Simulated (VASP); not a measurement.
# ScCu2: single point with LDA

Crystal: ScCu2.

```
Sc Cu
1.0
    -1.60676    1.60676    4.05522
     1.60676   -1.60676    4.05522
     1.60676    1.60676   -4.05522
Sc Cu
1 2
Direct
  0.00000 0.00000 0.00000
  0.67417 0.67417 0.00000
  0.32583 0.32583 0.00000
```

```json
{"Program": "VASP 6.6.1", "Task": "single point", "Functional": "LDA", "Potentials or basis": "VASP PAW LDA potentials, release 64 (Sc_sv, Cu)", "Cutoff": "520 eV", "k mesh": "17 × 17 × 17", "Occupations": "fermi-dirac, width 0.05 eV", "Spin": "no spin polarisation", "Dipole correction": "no", "Further INCAR settings": "ALGO = Normal; EDIFF = 1e-06; NBANDS = 24"}
```

The pressure is 0.7 GPa. The largest force is 0.007 eV/Å and the band gap on the k mesh is zero (an odd number of electrons rules out a gap without spin polarisation).

Forces on the atoms (eV/Å):
```
Sc   0.000  0.000  0.000
Cu   0.000  0.000  0.007
Cu   0.000  0.000 -0.007
```

Stress tensor (GPa, compression positive):
```
0.60 0.00 0.00
0.00 0.60 0.00
0.00 0.00 0.79
```

Levels at points of the mesh, in eV from the Fermi level:
| k point | band 14 | band 15 | band 16 | band 17 | band 18 | band 19 |
| --- | --- | --- | --- | --- | --- | --- |
| (0.00, 0.00, 0.00) | -3.14 | -2.52 | -0.97 | 0.75 | 1.78 | 1.78 |

Wall time 6.7 min on 1 thread of AMD EPYC 9R45 96-Core Processor (Zen 5), with other jobs on the host, peak memory 0.44 GiB.
